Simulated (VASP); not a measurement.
Crystal: NaGeBr3.

```
CELL_PARAMETERS angstrom
4.80444 0.00000 0.00000
0.00000 4.80444 0.00000
0.00000 0.00000 4.80444
ATOMIC_POSITIONS crystal
Na 0.00000 0.00000 0.00000
Ge 0.50000 0.50000 0.50000
Br 0.50000 0.50000 0.00000
Br 0.50000 0.00000 0.50000
Br 0.00000 0.50000 0.50000
```

- Program: VASP 6.6.1
- Task: relaxation of cell and atoms
- Functional: PBEsol
- Potentials or basis: VASP PAW PBE potentials, release 64 (Na_pv, Ge_d, Br)
- Cutoff: 600 eV
- k mesh: 4 × 4 × 4
- Occupations: fermi-dirac, width 0.03 eV
- Spin: no spin polarisation

At the start: pressure 19.4 GPa; volume 22.18 Å³/atom.

Q: Where does the relaxation end?

A: Over 15 steps the energy falls by 427.7 meV/atom and the volume is 31.68 Å³/atom (+42.8 %); space group Pm-3m (No. 221, to 0.05 Å).

The path:
| step | energy change (eV) | largest force (eV/Å) | pressure (GPa) | volume (Å³) |
| --- | --- | --- | --- | --- |
| 1 | 0.0000 | 0.0000 | 19.39 | 110.90 |
| 2 | -2.1380 | 0.0000 | -0.19 | 159.80 |
| 3 | -2.1384 | 0.0000 | 0.07 | 158.37 |
| 4 | -2.1384 | 0.0000 | 0.06 | 158.37 |
| 5 | -2.1384 | 0.0000 | 0.07 | 158.38 |
| 6 | -2.1384 | 0.0000 | 0.06 | 158.38 |
| 7 | -2.1384 | 0.0000 | 0.06 | 158.38 |
| 8 | -2.1384 | 0.0000 | 0.06 | 158.38 |
| 9 | -2.1384 | 0.0000 | 0.06 | 158.38 |
| 10 | -2.1384 | 0.0000 | 0.06 | 158.38 |
| 11 | -2.1384 | 0.0000 | 0.06 | 158.38 |
| 12 | -2.1385 | 0.0000 | 0.07 | 158.38 |
| 13 | -2.1385 | 0.0000 | 0.07 | 158.38 |
| 14 | -2.1385 | 0.0000 | 0.07 | 158.39 |
| 15 | -2.1385 | 0.0000 | 0.05 | 158.40 |

Final structure:
```
CELL_PARAMETERS angstrom
5.41067 0.00000 0.00000
0.00000 5.41067 0.00000
0.00000 0.00000 5.41067
ATOMIC_POSITIONS crystal
Na 0.00000 0.00000 0.00000
Ge 0.50000 0.50000 0.50000
Br 0.50000 0.50000 0.00000
Br 0.50000 0.00000 0.50000
Br 0.00000 0.50000 0.50000
```

Caveat: the volume moved by over 15 % at a fixed basis, so the end points are rough; the PAW data sets were made with another functional, which shifts forces and pressure a little.
